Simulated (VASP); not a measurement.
A run of VASP 6.6.1 is set up as follows.

POSCAR

```
WS2
1.0
    3.1835163552      0.0000000000      0.0000000000
   -1.5917581776      2.7570060369      0.0000000000
    0.0000000000      0.0000000000     16.9505778900
W S
1 2
Direct
    0.0000000000      0.0000000000      0.0000000000
    0.3333333333      0.6666666667      0.0920005100
    0.3333333333      0.6666666667      0.9079994900
```

File INCAR.step1:

```
SYSTEM = WS2
ALGO = Normal
EDIFF = 1E-5
ENCUT = 520
GGA = PE
ISIF = 2
ISMEAR = -1
LASPH = .TRUE.
LCHARG = .FALSE.
LREAL = .FALSE.
LWAVE = .TRUE.
NBANDS = 20
NELM = 60
PREC = Accurate
SIGMA = 0.05
```

File INCAR.step2:

```
SYSTEM = WS2
AEXX = 0.05
ALGO = Normal
EDIFF = 1E-7
ENCUT = 520
GGA = PE
HFSCREEN = 0.2
ISIF = 2
ISMEAR = -1
ISTART = 1
LASPH = .TRUE.
LCHARG = .FALSE.
LHFCALC = .TRUE.
LREAL = .FALSE.
LWAVE = .FALSE.
NBANDS = 20
NELM = 60
PREC = Accurate
PRECFOCK = Normal
SIGMA = 0.05
```

Contents of KPOINTS:

```
k-points
0
G
  5 5 1
  0 0 0
```

Potentials or basis: VASP PAW PBE potentials, release 64 (W_sv, S).

The run is started by

```bash
$ cat potpaw_PBE.64/W_sv/POTCAR potpaw_PBE.64/S/POTCAR > POTCAR
$ cp INCAR.step1 INCAR
$ mpirun -np 1 vasp_std > vasp.out
$ cp INCAR.step2 INCAR
$ mpirun -np 1 vasp_std > vasp.out
```

(1) What does it give for the largest force?

(2) What does it give for the band gap on the k mesh?

Answers

(1) 0.149 eV/Å.

(2) 2.31 eV (least direct gap 2.82 eV).

Caveat: the k points lie up to 0.46 Å⁻¹ apart; there is no dipole correction, which matters where the two faces differ; the PAW data sets were made with another functional, which shifts forces and pressure a little; spin-orbit coupling is left out, which moves the levels of the heavy elements.
